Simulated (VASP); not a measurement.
K3LuN2:

```
CELL_PARAMETERS angstrom
6.07269 0.00000 0.00000
-3.03634 5.25910 0.00000
0.00000 0.00000 5.72232
ATOMIC_POSITIONS crystal
K 0.50000 0.00000 0.50000
K 0.00000 0.50000 0.50000
K 0.50000 0.50000 0.50000
Lu 0.00000 0.00000 0.00000
N 0.00000 0.00000 0.65050
N 0.00000 0.00000 0.34950
```

* Program: VASP 6.6.1
* Task: relaxation of cell and atoms
* Functional: PBE
* Potentials or basis: VASP PAW PBE potentials, release 64 (K_sv, Lu, N)
* Cutoff: 600 eV
* k mesh: 3 × 3 × 4
* Occupations: gaussian, width 0.1 eV
* Spin: no spin polarisation

At the start: pressure 0.2 GPa; volume 30.46 Å³/atom.

**Question.** How do energy, volume and symmetry change on relaxing?

**Answer.** Over 26 steps the energy falls by 251.1 meV/atom and the volume is 38.04 Å³/atom (+24.9 %); space group P6/mmm (No. 191, to 0.05 Å).

The path:
```tsv
step	energy change (eV)	largest force (eV/Å)	pressure (GPa)	volume (Å³)
1	0.0000	4.7378	0.17	182.75
2	-1.0507	3.1789	0.44	183.58
3	-1.1461	0.4151	-0.86	183.41
4	-1.1520	0.0022	-0.72	183.44
5	-1.1524	0.2197	-0.64	183.45
6	-1.1261	4.3082	3.54	180.24
7	-1.2400	1.6636	1.16	181.92
8	-1.2928	1.4023	1.82	184.21
9	-1.3146	0.3422	1.50	183.44
10	-1.3587	0.4102	0.99	188.50
11	-1.4309	0.6778	-0.22	204.19
12	-1.4411	0.8406	-0.67	211.80
13	-1.4689	0.1798	-0.37	214.80
14	-1.4797	0.6647	-0.03	217.81
15	-1.4916	0.4833	0.13	219.58
16	-1.4998	0.1812	0.39	222.40
17	-1.4998	0.1489	0.42	222.68
18	-1.5021	0.2494	0.19	224.20
19	-1.5022	0.2736	0.18	224.29
20	-1.5043	0.1280	0.06	225.76
21	-1.5047	0.0360	-0.01	226.71
22	-1.5047	0.0216	-0.02	226.86
23	-1.5053	0.0923	0.04	227.17
24	-1.5054	0.1765	0.09	227.40
25	-1.5058	0.1390	0.09	227.61
26	-1.5065	0.0283	0.11	228.23
```

Final structure:
```xyz
6
Lattice="6.9618 0.0000 0.0000 -3.4809 6.0291 0.0000 0.0000 0.0000 5.4373" Properties=species:S:1:pos:R:3 pbc="T T T"
K     3.4809    0.0000    2.7187
K    -1.7405    3.0146    2.7187
K     1.7405    3.0146    2.7187
Lu    0.0000    0.0000    0.0000
N     0.0000    0.0000    3.3474
N     0.0000    0.0000    2.0900
```

Caveat: the k points lie up to 0.35 Å⁻¹ apart in the final cell; the volume moved by over 15 % at a fixed basis, so the end points are rough.
